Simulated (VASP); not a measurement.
Input of a VASP 6.6.1 run:

INCAR

```
PREC = Accurate
ENCUT = 520
EDIFF = 1E-8
ISMEAR = -1
SIGMA = 0.03
LREAL = False
LASPH = True
NELM = 80
ALGO = Normal
ISIF = 2
LWAVE = False
LCHARG = False
GGA = CA
LEFG = True
NBANDS = 9
```

KPOINTS

```
Automatic mesh
0
Gamma
  11 11 11
```

File POSCAR:

```
LiH
1.0
    0.0000000000      1.9910087660      1.9910087660
    1.9910087660      0.0000000000      1.9910087660
    1.9910087660      1.9910087660      0.0000000000
Li H
1 1
Direct
    0.0000000000      0.0000000000      0.0000000000
    0.5000000000      0.5000000000      0.5000000000
```

Potentials or basis: VASP PAW LDA potentials, release 64 (Li_sv, H).

Command:

```sh
$ cat potpaw_LDA.64/Li_sv/POTCAR potpaw_LDA.64/H/POTCAR > POTCAR
$ mpirun -np 1 vasp_std > vasp.out
```

Q: What does it give for the band gap on the k mesh?

A: 2.79 eV, direct.

Caveat: without QUAD_EFG the Cq values of the log hold for a quadrupole moment of 1 mb, not for the nuclei. A k mesh can miss the band edges.
